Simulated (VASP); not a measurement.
SnSe2, 3 atoms in the cell. It takes space group P-3m1 (No. 164, trigonal). The conventional cell has a = 3.811 Å, b = 3.811 Å, c = 6.136 Å, α = 90.00°, β = 90.00°, γ = 120.00°. Sn (site symmetry -3m) has 6 Se at 2.68 Å within 3.5 Å. Within 3.5 Å of Se (site symmetry 3m) lie 3 Sn at 2.68 Å. 

| Quantity | Value |
| --- | --- |
| Program | VASP 6.6.1 |
| Task | single point |
| Functional | PBE |
| Potentials or basis | VASP PAW PBE potentials, release 64 (Sn_d, Se) |
| Cutoff | 520 eV |
| k mesh | 7 × 7 × 4 |
| Occupations | fermi-dirac, width 0.05 eV |
| Spin | no spin polarisation |
| Dipole correction | no |
| Further INCAR settings | ALGO = Normal; EDIFF = 1e-06; NBANDS = 20 |

Potentials or basis: VASP PAW PBE potentials, release 64 (Sn_d, Se).

The run is started by

```sh
$ cat potpaw_PBE.64/Sn_d/POTCAR potpaw_PBE.64/Se/POTCAR > POTCAR
$ mpirun -np 1 vasp_std > vasp.out
```

Hardware: 1 thread of AMD EPYC 7R13, with other jobs on the host.

Estimate the wall time of this run.

Run time: 68 s on 1 thread of AMD EPYC 7R13, on a shared host, peak memory 0.18 GiB. Counts: scf iterations 12, k points 28.
